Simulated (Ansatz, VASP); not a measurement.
Two plane-wave programs on AlNi3

Contents of INCAR:

```
SYSTEM = AlNi3
PREC = Accurate
ENCUT = 520
EDIFF = 1E-6
ISMEAR = -1
SIGMA = 0.05
LREAL = .False.
LASPH = .True.
NELM = 150
ALGO = Normal
ISIF = 2
LWAVE = .False.
LCHARG = .True.
ISPIN = 2
MAGMOM = 1 1 1 0
LORBIT = 11
LMAXMIX = 4
GGA = PS
LELF = .True.
LVHAR = .True.
NBANDS = 28
```

KPOINTS

```
Automatic mesh
0
Gamma
  8 8 8
  0 0 0
```

File POSCAR:

```
AlNi3
1.0
    3.5463868949      0.0000000000      0.0000000000
    0.0000000000      3.5463868949      0.0000000000
    0.0000000000      0.0000000000      3.5463868949
Ni Al
3 1
Direct
    0.5000000000      0.5000000000      0.0000000000
    0.5000000000      0.0000000000      0.5000000000
    0.0000000000      0.5000000000      0.5000000000
    0.0000000000      0.0000000000      0.0000000000
```

Contents of input.yaml:

```yaml
crystal:
  lattice:
    - [3.5463868949, 0.0, 0.0]
    - [0.0, 3.5463868949, 0.0]
    - [0.0, 0.0, 3.5463868949]
  atoms:
    - { symbol: Ni, position: [0.5, 0.5, 0.0], spin: 1.0 }
    - { symbol: Ni, position: [0.5, 0.0, 0.5], spin: 1.0 }
    - { symbol: Ni, position: [0.0, 0.5, 0.5], spin: 1.0 }
    - { symbol: Al, position: [0.0, 0.0, 0.0] }
hamiltonian:
  xc: pbesol
  pseudopotentials: { kind: paw }
magnetization:
  spin_polarized: true
kpoints:
  mp_grid: { grid: [8, 8, 8] }
scf:
  occupations: { method: fermi_dirac, width: 0.05 }
output:
  forces: true
  stress: true
  eigenvalues: true
```

Alike in both runs: task single point; functional PBEsol; k mesh 8 × 8 × 8; occupations fermi-dirac, width 0.05 eV; collinear spin.

|  | VASP | Ansatz |
| --- | --- | --- |
| version | VASP 6.6.1 | Ansatz 0.2.0 |
| potentials or method | VASP PAW PBE potentials, release 64 (Ni, Al) | Ansatz PAW |
| plane-wave cutoff (eV) | 520 | 420 |
| valence electrons in the cell | 33 | 57 |

|  | VASP | Ansatz | Ansatz less VASP |
| --- | --- | --- | --- |
| gap on the k mesh at the Fermi level (eV) | none | none | - |
| pressure (GPa) | -4.2 | -4.4 | -0.23 |
| net moment per atom (μB) | 0.16 | 0.17 | +0.009 |
| size of the moment on the site where the two differ most (μB) | 0.23 | 0.25 | +0.022 |

VASP's potentials were made for PBE, not for PBEsol. Site moments also hang on the region over which each program counts them. A gap of «none» marks a metal or a gap that the smearing closes. VASP's potentials hold 33 valence electrons a cell and Ansatz's 57, so a difference there can come from the potentials and not from the codes.
